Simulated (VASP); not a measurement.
# NaMo18S36 (a cell with a defect) in VASP: further runs

NaMo18S36 (a cell with a defect) is run at these levels: PBE; tasks: single point.

Everything below comes from runs of VASP 6.6.1. Logs are shortened: lines on timing, memory, paths and dates and some standing lists are left out, and cuts for length are marked.

## (1) The cell of the first run

The cell holds a defect, 55 atoms: a = 9.367 Å, b = 9.367 Å, c = 12.083 Å, α = 90.00°, β = 90.00°, γ = 120.00°.

## (2) Single point, PBE

The input, INCAR:

```
  PREC = Accurate
  ENCUT = 520
  EDIFF = 1E-6
  ISMEAR = -1
  SIGMA = 0.01
  LREAL = Auto
  LASPH = T
  NELM = 100
  ALGO = Normal
  ISIF = 2
  LWAVE = F
  LCHARG = T
  GGA = PE
  LELF = T
  LVHAR = T
  NELECT = 474.0
  NBANDS = 270
```

The input, KPOINTS:

```
regular mesh
0
Gamma
  1 1 1
```

The input, POSCAR:

```
NaMo18S36
1.0
    9.3669868000      0.0000000800      0.0000000000
   -4.6834934700      8.1120484800      0.0000000000
    0.0000000000      0.0000000000     12.0827026900
Mo S Na
18 36 1
Direct
    0.2069804593      0.1257587385      0.2533075652
    0.1260628389      0.2066722104      0.7463540427
    0.2034997418      0.4568716512      0.2579482488
    0.1262235017      0.5394812421      0.7457900961
    0.2066393947      0.7924794827      0.2541622581
    0.1255060017      0.8732086608      0.7440506674
    0.5397831397      0.1259202234      0.2538897198
    0.4571817246      0.2031919518      0.7417207251
    0.5399838975      0.4582831286      0.2560304660
    0.4585751140      0.5396663955      0.7436180655
    0.5390875281      0.7929078546      0.2558537671
    0.4555744113      0.8761800402      0.7396849223
    0.8735083211      0.1251877294      0.2556299761
    0.7927875267      0.2063381328      0.7455264133
    0.8764875018      0.4552612005      0.2600370199
    0.7932128273      0.5387843708      0.7438199243
    0.8747308487      0.7922951824      0.2557779562
    0.7925949555      0.8744166106      0.7439062460
    0.2338239589      0.0946874249      0.6149563712
    0.0950051353      0.2335124102      0.3847121889
    0.2379619185      0.0942606523      0.8739491711
    0.0945478348      0.2376440423      0.1257210443
    0.2363847265      0.4278570314      0.6166127886
    0.0986969302      0.5728445785      0.3866389929
    0.2389512916      0.4294833777      0.8751168734
    0.0944384916      0.5677260194      0.1271551605
    0.2320758244      0.7596088703      0.6141736820
    0.0968850882      0.9046425216      0.3830562680
    0.2376519347      0.7636725787      0.8732953438
    0.0949089489      0.9030416929      0.1245303339
    0.5731610455      0.0983577645      0.6130557202
    0.4281650848      0.2361147089      0.3830471641
    0.5680507115      0.0941823704      0.8725426976
    0.4298048217      0.2386477313      0.1245435759
    0.5703107763      0.4284322219      0.6148083910
    0.4287470624      0.5699858645      0.3848502375
    0.5672179692      0.4185173403      0.8683851841
    0.4188228150      0.5669374361      0.1312738582
    0.5698317540      0.7626286960      0.6143439254
    0.4282155624      0.9046316703      0.3833848369
    0.5631289054      0.7713645906      0.8650206223
    0.4287930650      0.9036211980      0.1248713999
    0.9049199523      0.0965621605      0.6166227202
    0.7598860082      0.2317272812      0.3855211139
    0.9033585580      0.0946026062      0.8751468336
    0.7639878634      0.2373722178      0.1264030937
    0.9049311174      0.4279068273      0.6162949790
    0.7628949243      0.5695230928      0.3853458220
    0.9039184627      0.4284996492      0.8748099056
    0.7717482202      0.5628346465      0.1346666422
    0.9029294976      0.7618711775      0.6155605406
    0.7621650191      0.9026158999      0.3841191925
    0.9069470344      0.7630652039      0.8718444267
    0.7633695917      0.9066291895      0.1278297612
    0.6483172644      0.6479413876     -0.0001575806
```

Potentials or basis: VASP PAW PBE potentials, release 64 (Mo_sv, S, Na_pv).

Started as:

```sh
$ cat potpaw_PBE.64/Mo_sv/POTCAR potpaw_PBE.64/S/POTCAR potpaw_PBE.64/Na_pv/POTCAR > POTCAR
$ mpirun -np 1 vasp_gam > vasp.out
```

OUTCAR:

```text
PREC = Accurate
   ENCUT = 520
   EDIFF = 1E-6
   ISMEAR = -1
   LREAL = Auto
   LASPH = T
   NELM = 100
   ISIF = 2
   GGA = PE
   NELECT = 474.0

 ion  position               nearest neighbor table
   1  0.207  0.126  0.253-  28 2.38  32 2.38  30 2.38  22 2.38  34 2.38  20 2.39   7 3.12   9 3.12
                            17 3.12   3 3.12   5 3.12  13 3.12
   2  0.126  0.207  0.746-  43 2.38  23 2.38  45 2.38  25 2.38  21 2.38  19 2.39   4 3.12  10 3.12
                            18 3.12   8 3.12  14 3.12   6 3.12
   3  0.203  0.457  0.258-  38 2.32  24 2.37  20 2.37  26 2.38  36 2.39  22 2.39  15 3.06  13 3.10
                             1 3.12   5 3.13   9 3.15  11 3.15
   4  0.126  0.539  0.746-  47 2.38  23 2.38  29 2.38  49 2.38  25 2.39  27 2.39  10 3.11  16 3.12
                             2 3.12  12 3.12  14 3.12   6 3.13
   5  0.207  0.792  0.254-  28 2.38  40 2.38  26 2.38  42 2.38  30 2.39  24 2.40  17 3.11  11 3.11
                             1 3.12   7 3.12  15 3.13   3 3.13
   6  0.126  0.873  0.744-  53 2.35  27 2.38  19 2.38  51 2.38  29 2.38  21 2.38  12 3.08   8 3.10
                             2 3.12  16 3.12  18 3.12   4 3.13
   7  0.540  0.126  0.254-  40 2.38  32 2.38  46 2.38  42 2.38  34 2.39  44 2.39   9 3.11  11 3.12
                             1 3.12  15 3.12   5 3.12  13 3.13
   8  0.457  0.203  0.742-  37 2.32  31 2.37  19 2.37  33 2.38  35 2.39  21 2.39  12 3.06   6 3.10
                             2 3.12  14 3.13  10 3.15  16 3.15
   9  0.540  0.458  0.256-  32 2.37  36 2.39  50 2.39  34 2.39  48 2.39  38 2.40   7 3.11   1 3.12
[... 40 lines left out ...]
  40  0.428  0.905  0.383-  11 2.37   5 2.38   7 2.38
  41  0.563  0.771  0.865-  12 2.29  55 2.36  18 2.37  10 2.39
  42  0.429  0.904  0.125-   7 2.38   5 2.38  11 2.39
  43  0.905  0.097  0.617-  18 2.37  14 2.38   2 2.38
  44  0.760  0.232  0.386-  15 2.36  13 2.38   7 2.39
  45  0.903  0.095  0.875-   2 2.38  18 2.39  14 2.39
  46  0.764  0.237  0.126-  13 2.38   7 2.38  15 2.39
  47  0.905  0.428  0.616-  16 2.37  14 2.38   4 2.38
  48  0.763  0.570  0.385-  15 2.39   9 2.39  17 2.39
  49  0.904  0.428  0.875-   4 2.38  14 2.38  16 2.39
  50  0.772  0.563  0.135-  15 2.29  55 2.36  17 2.37   9 2.39
  51  0.903  0.762  0.616-   6 2.38  18 2.38  16 2.38
  52  0.762  0.903  0.384-  13 2.38  17 2.38  11 2.38
  53  0.907  0.763  0.872-   6 2.35  16 2.39  18 2.40  55 2.61
  54  0.763  0.907  0.128-  13 2.35  11 2.39  17 2.40  55 2.61
  55  0.648  0.648  1.000-  50 2.36  41 2.36  37 2.47  38 2.47  53 2.61  54 2.61

  LATTYP: Found a hexagonal cell.
 ALAT       =     9.3669868000
 C/A-ratio  =     1.2899241718

  Lattice vectors:

 A1 = (   9.3669868000,   0.0000000800,   0.0000000000)
 A2 = (  -4.6834934700,   8.1120484800,   0.0000000000)
 A3 = (   0.0000000000,   0.0000000000,  12.0827026900)

Analysis of symmetry for initial positions (statically):
[... 217 lines left out ...]
   PSTRESS=    0.0 pullay stress
   NELECT =     474.0000    total number of electrons
   NUPDOWN=      -1.0000    fix difference up-down
   EMIN   =  10.00;   EMAX   =-10.00  energy-range for DOS
   EFERMI =   0.00;   METHOD = LEGACY
   ISMEAR =    -1;   SIGMA  =   0.01  broadening in eV -4-tet -1-fermi 0-gaus
   EFERMI_NEDOS =   21; number of points for ismear=-14 and -15
   IALGO  =     38    algorithm
   IMIX   =      4    mixing-type and parameters
     AMIX     =   0.40;   BMIX     =  1.00
     AMIX_MAG =   1.60;   BMIX_MAG =  1.00
  volume/ion in A,a.u.               =      16.69       112.65
  Fermi-wavevector in a.u.,A,eV,Ry     =   1.313317  2.481809 23.467335  1.724800
  Thomas-Fermi vector in A             =   2.443648
   LORBIT       =      0    0 simple, 1 ext, 2 COOP (PROOUT), +10 PAW based schemes
   GGA     = PE    functional components
   LHFCALC =     F    Hartree Fock is set to
   AEXX    =    0.0000 exact exchange contribution
   IVDW    =     0    specifies the selected vdW correction
   LEPSILON=     F    determine dielectric tensor
   LRPA    =     F    only Hartree local field effects (RPA)
 non-spin polarized calculation
  energy-cutoff  :      520.00
  volume of cell :      918.11
 maximum number of plane-waves:     12404
 NGX is ok and might be reduce to    70
   NGX = 35   NGY = 35   NGZ = 45

 number of electron     474.0000010 magnetization

 Free energy of the ion-electron system (eV)
  ---------------------------------------------------
  ext. energy  EPLUGINS =         0.00000000
  ---------------------------------------------------
  free energy    TOTEN  =      -399.85189639 eV

  energy without entropy =     -399.85189639  energy(sigma->0) =     -399.85189639

 E-fermi :   8.6776     XC(G=0): -11.1385

 val. band max:        8.3570587507   @ k =   0.0000   0.0000   0.0000
 cond. band min:       9.4607159153   @ k =   0.0000   0.0000   0.0000
 fundamental gap:      1.1036571647
 Fermi energy:         8.6775853573

 k-point     1 :       0.0000    0.0000    0.0000
  band No.  band energies     occupation
      1     -53.0939      2.00000
      2     -53.0938      2.00000
      3     -53.0664      2.00000
      4     -53.0664      2.00000
      5     -53.0635      2.00000
      6     -53.0634      2.00000
[... 241 lines left out ...]
    248       9.8657      0.00000
    249       9.8976      0.00000
 [bands above 249 left out]

------------------------ aborting loop because EDIFF is reached ----------------------------------------

  FORCE on cell =-STRESS in cart. coord.  units (eV):
  Direction    XX          YY          ZZ          XY          YZ          ZX
  --------------------------------------------------------------------------------------
  -------------------------------------------------------------------------------------
  Total       43.8343573     43.8533578     43.6421266      0.0207173     -0.3772710      0.6715501
  in kB       76.4945843     76.5277417     76.1591258      0.0361535     -0.6583692      1.1719106
  external PRESSURE =      76.3938173 kB  Pullay stress =       0.0000000 kB

 VOLUME and BASIS-vectors are now :
 -----------------------------------------------------------------------------
  energy-cutoff  :      520.00
  volume of cell :      918.11
      direct lattice vectors                 reciprocal lattice vectors
     9.366986800  0.000000080  0.000000000     0.106757917  0.061636713  0.000000000
    -4.683493470  8.112048480  0.000000000    -0.000000001  0.123273424  0.000000000
     0.000000000  0.000000000 12.082702690     0.000000000  0.000000000  0.082762940

 POSITION                                       TOTAL-FORCE (eV/Angst)
 -----------------------------------------------------------------------------------
      1.34979      1.02016      3.06064         0.039388     -0.028721      0.000797
      0.21288      1.67654      9.01797        -0.044800      0.018949     -0.000410
     -0.23358      3.70616      3.11671         0.050536     -0.022769     -0.009304
     -1.34432      4.37630      9.01116        -0.047457      0.018923     -0.001432
     -1.77598      6.42863      3.07097         0.039430     -0.026090     -0.000161
     -2.91405      7.08351      8.99014        -0.039680      0.021084     -0.007277
[... 47 lines left out ...]
      2.90428      7.35462      1.54453         0.041897     -0.006731      0.017194
      3.03815      5.25613     12.08080         0.121380      0.214652     -0.000363
 -----------------------------------------------------------------------------------
    total drift:                                0.001061     -0.005579      0.003234

  FREE ENERGIE OF THE ION-ELECTRON SYSTEM (eV)
  ---------------------------------------------------
  free  energy   TOTEN  =      -399.8518963900 eV

  energy  without entropy=     -399.8518963900  energy(sigma->0) =     -399.85189639
```

Wall time 14 min (1 thread of AMD EPYC 7R43 (Zen 3), shared host); peak memory 0.81 GiB.

Results:

```yaml
Free_energy: -399.8519 eV
Largest_force: 0.247 eV/Å
```

Forces in eV/Å, atoms in the order of the input:
```
Mo   0.039 -0.029  0.001
Mo  -0.045  0.019  0.000
Mo   0.051 -0.023 -0.009
Mo  -0.047  0.019 -0.001
Mo   0.039 -0.026  0.000
Mo  -0.040  0.021 -0.007
Mo   0.039 -0.031  0.002
Mo  -0.045  0.033  0.009
Mo   0.044 -0.034  0.000
Mo  -0.051  0.021  0.000
Mo   0.040 -0.036 -0.011
Mo  -0.047  0.024 -0.009
Mo   0.038 -0.022  0.007
Mo  -0.042  0.020  0.000
Mo   0.044 -0.029  0.008
Mo  -0.051  0.017  0.010
Mo   0.038 -0.030  0.003
Mo  -0.045  0.019 -0.003
S   -0.038  0.025  0.017
S    0.040 -0.021 -0.018
S   -0.045  0.016 -0.013
S    0.037 -0.031  0.013
S   -0.043  0.020  0.016
S    0.048 -0.029 -0.016
S   -0.046  0.019 -0.011
S    0.043 -0.026  0.015
S   -0.043  0.020  0.012
S    0.033 -0.029 -0.015
S   -0.045  0.020 -0.018
S    0.038 -0.025  0.016
S   -0.052  0.029  0.017
S    0.040 -0.029 -0.016
S   -0.043  0.020 -0.014
S    0.038 -0.031  0.012
S   -0.048  0.025  0.023
S    0.045 -0.029 -0.023
S   -0.068  0.016  0.009
S    0.048 -0.051 -0.008
S   -0.048  0.023  0.013
S    0.044 -0.032 -0.021
S   -0.079  0.033 -0.034
S    0.036 -0.026  0.010
S   -0.042  0.014  0.015
S    0.039 -0.027 -0.013
S   -0.042  0.020 -0.016
S    0.041 -0.031  0.017
S   -0.051  0.023  0.022
S    0.045 -0.028 -0.014
S   -0.039  0.016 -0.012
S    0.066 -0.053  0.036
S   -0.046  0.016  0.020
S    0.039 -0.031 -0.021
S   -0.026  0.033 -0.017
S    0.042 -0.007  0.017
Na   0.121  0.215  0.000
```

Levels at points of the mesh, in eV from the Fermi level:
```csv
k point,band 233,band 234,band 235,band 236,band 237,band 238,band 239,band 240,band 241,band 242
"(0.00, 0.00, 0.00)",-1.15,-1.10,-0.98,-0.91,-0.32,0.78,0.79,0.80,0.81,1.00
```

Caveat: the k points lie up to 0.77 Å⁻¹ apart; the cell carries a net charge on a neutralising background, which shifts energy and pressure; the cell is charged against a uniform background, so pressure and absolute levels hang on convention.

(Part 1 of 2 ends here.)
